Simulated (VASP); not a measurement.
A run of VASP 6.6.1 is set up as follows.

File POSCAR:

```
HfC
1.0
    0.0000000000      2.3015135458      2.3015135458
    2.3015135458      0.0000000000      2.3015135458
    2.3015135458      2.3015135458      0.0000000000
Hf C
1 1
Direct
    0.5000000000      0.5000000000      0.5000000000
    0.0000000000      0.0000000000      0.0000000000
```

INCAR.step1

```
SYSTEM = HfC
ALGO = Normal
EDIFF = 1E-4
ENCUT = 520
GGA = PE
ISMEAR = -1
LASPH = .True.
LCHARG = .False.
LREAL = .False.
LWAVE = .True.
NBANDS = 14
NELM = 100
PREC = Accurate
SIGMA = 0.02
```

INCAR.step2

```
SYSTEM = HfC
ALGO = Normal
EDIFF = 1E-6
ENCUT = 520
ISIF = 2
ISMEAR = -1
ISTART = 1
LASPH = .True.
LCHARG = .False.
LMIXTAU = .True.
LREAL = .False.
LWAVE = .False.
METAGGA = R2SCAN
NBANDS = 14
NELM = 100
PREC = Accurate
SIGMA = 0.02
```

Contents of KPOINTS:

```
k-points
0
Gamma
  15 15 15
  0 0 0
```

Potentials or basis: VASP PAW PBE potentials, release 64 (Hf_pv, C).

The run is started by

```bash
$ cat potpaw_PBE.64/Hf_pv/POTCAR potpaw_PBE.64/C/POTCAR > POTCAR
$ cp INCAR.step1 INCAR
$ mpirun -np 1 vasp_std > vasp.out
$ cp INCAR.step2 INCAR
$ mpirun -np 1 vasp_std > vasp.out
```

**Question.** Predict the pressure.

**Answer.** 5.3 GPa.

**Question.** Estimate the band gap on the k mesh.

**Answer.** Zero (band 7 reaches 7.15 eV, above the bottom of band 8 at 5.66 eV).

Caveat: the PAW data sets were made with another functional, which shifts forces and pressure a little; spin-orbit coupling is left out, which moves the levels of the heavy elements.
